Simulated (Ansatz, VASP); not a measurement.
# One calculation of GaGeO, two programs

Contents of INCAR:

```
SYSTEM = GaGeO
PREC = Accurate
ENCUT = 600
EDIFF = 1E-6
ISMEAR = 0
SIGMA = 0.1
LREAL = .False.
LASPH = .True.
NELM = 80
ALGO = Normal
ISIF = 3
LWAVE = .False.
LCHARG = .False.
GGA = PE
IBRION = 2
NSW = 100
EDIFFG = -0.01
```

Contents of KPOINTS:

```
Automatic mesh
0
Gamma
  16 16 10
  0 0 0
```

File POSCAR:

```
GaGeO
1.0
    3.0391562991      0.0000000000      0.0000000000
    0.0000000000      3.0391562991      0.0000000000
    0.0000000000      0.0000000000      5.2853915960
Ga Ge O
1 1 1
Direct
    0.5000000000      0.5000000000      0.5000000000
    0.5000000000      0.5000000000      0.0000000000
    0.0000000000      0.0000000000      0.0000000000
```

Input for Ansatz:

```yaml
crystal:
  lattice:
    - [3.0391562991, 0.0, 0.0]
    - [0.0, 3.0391562991, 0.0]
    - [0.0, 0.0, 5.285391596]
  atoms:
    - { symbol: Ga, position: [0.5, 0.5, 0.5] }
    - { symbol: Ge, position: [0.5, 0.5, 0.0] }
    - { symbol: O, position: [0.0, 0.0, 0.0] }
basis:
  ecutwfc: 420
kpoints:
  mp_grid: { grid: [16, 16, 10] }
hamiltonian:
  xc: pbe
scf:
  occupations: { method: gaussian, width: 0.1 }
output:
  forces: true
  stress: true
  eigenvalues: true
  write_density: true
  write_potential: true
  elf: true
  volumetric_format: npy
relax:
  adjacent_minimum: "off"
  f_tol: 0.01
  max_steps: 80
  cell: { stress_tol: 0.05 }
```

Change from the starting cell: species swapped into the TbCoC type (Pmmm, No. 47).

Alike in both runs: task relaxation of cell and atoms; functional PBE; k mesh 16 × 16 × 10; occupations gaussian, width 0.1 eV; no spin polarisation.

```csv
,VASP,Ansatz
version,VASP 6.6.1,Ansatz 0.2.0
potentials or method,"VASP PAW PBE potentials, release 64 (Ga_d, Ge_d, O), cutoff 600 eV","scalar-relativistic, plane waves, PAW"
valence electrons in the cell,33,33
```

```tsv
	VASP	Ansatz	Ansatz less VASP
gap on the k mesh at the Fermi level, each at its own relaxed structure (eV)	none	none	-
relaxed volume (Å³/atom)	16.31	16.30	-0.007
relaxed length of the cell vector where the two differ most in proportion (Å)	5.332	5.334	+0.0026
```

A gap of «none» marks a metal or a gap that the smearing closes.
